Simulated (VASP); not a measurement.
A run of VASP 6.6.1:

Contents of INCAR:

```
SYSTEM = Sr
  PREC = Accurate
  ENCUT = 520
  EDIFF = 1E-6
  ISMEAR = 0
  SIGMA = 0.05
  LREAL = .FALSE.
  LASPH = .TRUE.
  NELM = 60
  ALGO = Normal
  ISIF = 2
  LWAVE = .FALSE.
  LCHARG = .TRUE.
  GGA = PE
  LELF = .TRUE.
  LVHAR = .TRUE.
  NBANDS = 17
```

File KPOINTS:

```
Automatic mesh
0
G
  12 12 6
  0 0 0
```

File POSCAR:

```
Sr
1.0
    4.2703746151      0.0000000000      0.0000000000
   -2.1351873075      3.6982529003      0.0000000000
    0.0000000000      0.0000000000      7.0174248824
Sr
2
Direct
    0.3333333333      0.6666666667      0.7500000000
    0.6666666667      0.3333333333      0.2500000000
```

Potentials or basis: VASP PAW PBE potentials, release 64 (Sr_sv).

Command:

```bash
$ cat potpaw_PBE.64/Sr_sv/POTCAR > POTCAR
$ mpirun -np 1 vasp_std > vasp.out
```

Hardware: 1 thread of Intel(R) Xeon(R) 6975P-C (Granite Rapids), on a shared host.

Problem. Estimate the wall time of this run.

Solution. It took 47 s on 1 thread of Intel(R) Xeon(R) 6975P-C (Granite Rapids), with other jobs on the host, peak memory 0.29 GiB. Counts: scf iterations 12, k points 76.
